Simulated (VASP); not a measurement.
Wanted: the native input for a VASP 6.6.1 run.

```yaml
Task: single point
Functional: PBEsol
Potentials_or_basis: VASP PAW PBE potentials, release 64 (K_sv, Br)
Cutoff: 520 eV
k_mesh: 6 × 6 × 6
Occupations: gaussian, width 0.05 eV
Spin: no spin polarisation
Dipole_correction: no
Further_INCAR_settings: ALGO = Normal; EDIFF = 1e-06; NBANDS = 15
```

The structure of KBr lies in POSCAR:

```
KBr
1.0
    4.0434990000      0.0000000000      0.0000000000
    0.0000000000      4.0434990000      0.0101087475
    0.0000000000      0.0101087475      4.0434990000
K Br
1 1
Direct
    0.0000000000      0.0000000000      0.0000000000
    0.5000000000      0.5000000000      0.5000000000
```

This cell differs from its parent crystal: strain +0.0050 x Voigt [0, 0, 0, 1, 0, 0].

The input as run:

INCAR

```
ALGO = Normal
EDIFF = 1E-6
ENCUT = 520
GGA = PS
ISIF = 2
ISMEAR = 0
LASPH = T
LCHARG = F
LREAL = F
LWAVE = F
NBANDS = 15
NELM = 60
PREC = Accurate
SIGMA = 0.05
```

KPOINTS

```
k-points
0
Gamma
  6 6 6
```

Potentials or basis: VASP PAW PBE potentials, release 64 (K_sv, Br).

Command:

```sh
$ cat potpaw_PBE.64/K_sv/POTCAR potpaw_PBE.64/Br/POTCAR > POTCAR
$ mpirun -np 1 vasp_std > vasp.out
```

Results of the run:

- Pressure: -1.2 GPa
- Band gap on the k mesh: 3.70 eV (least direct gap 3.97 eV)

Caveat: the cell differs from its parent crystal (strain +0.0050 x Voigt [0, 0, 0, 1, 0, 0]); the PAW data sets were made with another functional, which shifts forces and pressure a little.

Run time: 25 s on 1 thread of AMD EPYC 7R13 Processor (Zen 3) (shared host), peak memory 0.16 GiB.
